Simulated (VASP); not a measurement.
The system is ZrGa3Ag.

```
Zr Ga Ag
1.0
     4.46443    0.00000    0.00000
     0.00000    4.46443    0.00000
     0.00000    0.00000    4.46443
Zr Ga Ag
1 3 1
Direct
  0.50000 0.50000 0.50000
  0.50000 0.00000 0.00000
  0.00000 0.50000 0.00000
  0.00000 0.00000 0.50000
  0.00000 0.00000 0.00000
```

The cell was generated, and may not be a known phase.

| Quantity | Value |
| --- | --- |
| Program | VASP 6.6.1 |
| Task | relaxation of cell and atoms |
| Functional | PBE |
| Potentials or basis | VASP PAW PBE potentials, release 64 (Zr_sv, Ga_d, Ag) |
| Cutoff | 600 eV |
| k mesh | 4 × 4 × 4 |
| Occupations | gaussian, width 0.1 eV |
| Spin | no spin polarisation |

At the start: pressure 25.1 GPa; volume 17.80 Å³/atom.

Task: How do energy, volume and symmetry change on relaxing?

Result: Over 3 steps the energy falls by 296.8 meV/atom and the volume is 22.52 Å³/atom (+26.5 %); space group Pm-3m (No. 221, to 0.1 Å) before and after.

The path:
```csv
step,energy change (eV),largest force (eV/Å),pressure (GPa),volume (Å³)
1,0.0000,0.0000,25.07,88.98
2,-1.1228,0.0000,-5.79,129.87
3,-1.4840,0.0000,-0.02,112.59
```

Final structure:
```
Zr Ga Ag
1.0
     4.82868    0.00000    0.00000
     0.00000    4.82868    0.00000
     0.00000    0.00000    4.82868
Zr Ga Ag
1 3 1
Direct
  0.50000 0.50000 0.50000
  0.50000 0.00000 0.00000
  0.00000 0.50000 0.00000
  0.00000 0.00000 0.50000
  0.00000 0.00000 0.00000
```

Caveat: the volume moved by over 15 % at a fixed basis, so the end points are rough.
